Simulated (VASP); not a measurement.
# Cs2Na (Fd-3m) in VASP: notebook, part 2 of 2

VASP 6.6.1. Earlier steps stand in the parts before.

### 3 Single point, PBE

This run uses another cell than the first one, of 89.28 Å³/atom, 2.379 times its volume.

Input file INCAR:

```
SYSTEM = Cs2Na
PREC = Accurate
ENCUT = 520
EDIFF = 1E-6
ISMEAR = 0
SIGMA = 0.1
LREAL = .FALSE.
LASPH = .TRUE.
NELM = 60
ALGO = Fast
ISIF = 2
LWAVE = .FALSE.
LCHARG = .FALSE.
GGA = PE
NBANDS = 34
```

Input file KPOINTS:

```
Automatic mesh
0
G
  6 6 6
  0 0 0
```

Input file POSCAR:

```
Cs2Na
1.0
    0.0000000000      6.4460958301      6.4460958301
    6.4460958301      0.0000000000      6.4460958301
    6.4460958301      6.4460958301      0.0000000000
Cs Na
4 2
Direct
    0.1250000000      0.1250000000      0.1250000000
    0.6250000000      0.1250000000      0.1250000000
    0.1250000000      0.1250000000      0.6250000000
    0.1250000000      0.6250000000      0.1250000000
    0.5000000000      0.5000000000      0.5000000000
    0.7500000000      0.7500000000      0.7500000000
```

Potentials or basis: VASP PAW PBE potentials, release 64 (Cs_sv, Na_pv).

Launch:

```bash
$ cat potpaw_PBE.64/Cs_sv/POTCAR potpaw_PBE.64/Na_pv/POTCAR > POTCAR
$ mpirun -np 1 vasp_std > vasp.out
```

OUTCAR:

```text
SYSTEM = Cs2Na
   PREC = Accurate
   ENCUT = 520
   EDIFF = 1E-6
   ISMEAR = 0
   LREAL = .FALSE.
   LASPH = .TRUE.
   NELM = 60
   ISIF = 2
   GGA = PE

 ion  position               nearest neighbor table
   1  0.125  0.125  0.125-
   2  0.625  0.125  0.125-
   3  0.125  0.125  0.625-
   4  0.125  0.625  0.125-
   5  0.500  0.500  0.500-
   6  0.750  0.750  0.750-

  LATTYP: Found a face centered cubic cell.
 ALAT       =    12.8921916602

  Lattice vectors:

 A1 = (   0.0000000000,   6.4460958301,   6.4460958301)
 A2 = (   6.4460958301,   0.0000000000,   6.4460958301)
 A3 = (   6.4460958301,   6.4460958301,   0.0000000000)

Analysis of symmetry for initial positions (statically):
=====================================================================
 Subroutine PRICEL returns:
 Original cell was already a primitive cell.

 Routine SETGRP: Setting up the symmetry group for a
 face centered cubic supercell.

 Subroutine GETGRP returns: Found 48 space group operations
 (whereof 24 operations were pure point group operations)
 out of a pool of 48 trial point group operations.

The static configuration has the point symmetry T_d .
 The point group associated with its full space group is O_h .

Analysis of symmetry for dynamics (positions and initial velocities):
=====================================================================
 Subroutine PRICEL returns:
 Original cell was already a primitive cell.

 Routine SETGRP: Setting up the symmetry group for a
 face centered cubic supercell.

 Subroutine GETGRP returns: Found 48 space group operations
 (whereof 24 operations were pure point group operations)
 out of a pool of 48 trial point group operations.

The dynamic configuration has the point symmetry T_d .
[... 118 lines left out ...]
     AMIX     =   0.40;   BMIX     =  1.00
     AMIX_MAG =   1.60;   BMIX_MAG =  1.00
  volume/ion in A,a.u.               =      89.28       602.51
  Fermi-wavevector in a.u.,A,eV,Ry     =   0.742605  1.403321  7.503106  0.551463
  Thomas-Fermi vector in A             =   1.837524
   LORBIT       =      0    0 simple, 1 ext, 2 COOP (PROOUT), +10 PAW based schemes
   GGA     = PE    functional components
   LHFCALC =     F    Hartree Fock is set to
   AEXX    =    0.0000 exact exchange contribution
   IVDW    =     0    specifies the selected vdW correction
   LEPSILON=     F    determine dielectric tensor
   LRPA    =     F    only Hartree local field effects (RPA)
 non-spin polarized calculation
 RMM-DIIS sequential band-by-band and
 Gauss-broadening in eV      SIGMA  =   0.10
  energy-cutoff  :      520.00
  volume of cell :      535.70
 maximum number of plane-waves:     14489
 NGX is ok and might be reduce to    70
   NGX = 33   NGY = 33   NGZ = 33

 number of electron      50.0000023 magnetization

 Free energy of the ion-electron system (eV)
  ---------------------------------------------------
  ext. energy  EPLUGINS =         0.00000000
  ---------------------------------------------------
  free energy    TOTEN  =        -5.04757312 eV

  energy without entropy =       -5.02705778  energy(sigma->0) =       -5.03731545

 E-fermi :   0.3081     XC(G=0):  -5.5684

 val. band max:        0.3006999261   @ k =  -0.3333   0.3333   0.1667
 cond. band min:       0.3763630596   @ k =   0.5000   0.5000   0.0000
 fundamental gap:      0.0756631335
 Fermi energy:         0.3081259987

 k-point     1 :       0.0000    0.0000    0.0000
  band No.  band energies     occupation
      1     -24.9233      2.00000
      2     -24.9233      2.00000
      3     -24.9233      2.00000
      4     -24.9233      2.00000
      5     -24.9233      2.00000
      6     -24.9233      2.00000
[... 581 lines left out ...]
     33       2.0784      0.00000
     34       2.1931      0.00000

------------------------ aborting loop because EDIFF is reached ----------------------------------------

  FORCE on cell =-STRESS in cart. coord.  units (eV):
  Direction    XX          YY          ZZ          XY          YZ          ZX
  --------------------------------------------------------------------------------------
  -------------------------------------------------------------------------------------
  Total       -0.0123014     -0.0123014     -0.0123014     -0.0000000     -0.0000000      0.0000000
  in kB       -0.0367914     -0.0367914     -0.0367914     -0.0000000     -0.0000000      0.0000000
  external PRESSURE =      -0.0367914 kB  Pullay stress =       0.0000000 kB

 VOLUME and BASIS-vectors are now :
 -----------------------------------------------------------------------------
  energy-cutoff  :      520.00
  volume of cell :      535.70
      direct lattice vectors                 reciprocal lattice vectors
     0.000000000  6.446095830  6.446095830    -0.077566331  0.077566331  0.077566331
     6.446095830  0.000000000  6.446095830     0.077566331 -0.077566331  0.077566331
     6.446095830  6.446095830  0.000000000     0.077566331  0.077566331 -0.077566331

 POSITION                                       TOTAL-FORCE (eV/Angst)
 -----------------------------------------------------------------------------------
      1.61152      1.61152      1.61152        -0.000000      0.000000     -0.000000
      1.61152      4.83457      4.83457        -0.000000      0.000000     -0.000000
      4.83457      4.83457      1.61152        -0.000000      0.000000     -0.000000
      4.83457      1.61152      4.83457        -0.000000      0.000000     -0.000000
      6.44610      6.44610      6.44610        -0.000000     -0.000000     -0.000000
      9.66914      9.66914      9.66914         0.000000      0.000000      0.000000
 -----------------------------------------------------------------------------------
    total drift:                                0.000000      0.000000     -0.000000

  FREE ENERGIE OF THE ION-ELECTRON SYSTEM (eV)
  ---------------------------------------------------
  free  energy   TOTEN  =        -5.0475731156 eV

  energy  without entropy=       -5.0270577832  energy(sigma->0) =       -5.03731545
```

It took 6.7 min on 1 thread of AMD EPYC 9R45 (Zen 5), shared host; peak memory 0.78 GiB.

What came out:

```
Free energy            : -5.0476 eV
Pressure               : 0.0 GPa
Band gap on the k mesh : zero (band 25 reaches 0.84 eV, above the bottom of band 26 at 0.03 eV)
```

Levels at points of the mesh, in eV from the Fermi level:
```csv
k point,band 23,band 24,band 25,band 26,band 27,band 28
"(0.00, 0.00, 0.00)",-1.82,-0.28,0.53,0.53,0.53,0.69
"(0.50, 0.00, 0.00)",-1.02,-0.98,-0.05,0.73,0.73,0.79
"(0.50, 0.50, 0.00)",-0.76,-0.76,0.07,0.07,0.32,0.32
```

Caveat: spin-orbit coupling is left out, which moves the levels of the heavy elements.
